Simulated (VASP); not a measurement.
# GaP: single point with PBEsol

**Measured values to compare with.**

From “Stacking defects in GaP nanowires: Electronic structure and optical properties”, 2018, arxiv:1810.01194, for a bulk crystal of GaP at 10 K: band gap 2.34 eV (indirect).

Crystal: GaP.

```
CELL_PARAMETERS angstrom
0.00000 2.71939 2.71939
2.71939 0.00000 2.71939
2.71939 2.71939 0.00000
ATOMIC_POSITIONS crystal
Ga 0.00000 0.00000 0.00000
P 0.75000 0.75000 0.75000
```

```
Program                : VASP 6.6.1
Task                   : single point
Functional             : PBEsol
Potentials or basis    : VASP PAW PBE potentials, release 64 (Ga_d, P)
Cutoff                 : 520 eV
k mesh                 : 6 × 6 × 6
Occupations            : fermi-dirac, width 0.05 eV
Spin                   : no spin polarisation
Dipole correction      : no
Further INCAR settings : ALGO = Normal; EDIFF = 1e-06; NBANDS = 16
```

The pressure is -0.1 GPa and the band gap on the k mesh is 1.50 eV (least direct gap 1.80 eV).

Levels at points of the mesh, in eV from the valence-band top:
```tsv
k point	band 6	band 7	band 8	band 9	band 10	band 11	band 12	band 13
(0.00, 0.00, 0.00)	-12.57	0.00	0.00	0.00	1.80	3.82	3.82	3.82
(0.50, 0.00, 0.00)	-10.46	-6.74	-1.14	-1.14	1.60	4.64	4.64	8.10
(0.50, 0.50, 0.00)	-9.54	-6.84	-2.74	-2.74	1.50	1.71	10.60	10.60
```

Run time: 24 s on 1 thread of Intel Xeon 8259CL, with other jobs on the host, peak memory 0.16 GiB.

Measured gap of GaP: 2.34 eV (indirect; 10 K; quoted in “Stacking defects in GaP nanowires: Electronic structure and optical properties”, 2018, arxiv:1810.01194). This calculation gives 1.50 eV (-0.84 eV). Spin-orbit coupling on Ga is left out. The value is that of PBEsol on a finite k mesh, which can miss the band edges, without temperature or zero-point motion. Semilocal functionals fall short of measured gaps as a rule.

Caveat: the PAW data sets were made with another functional, which shifts forces and pressure a little.
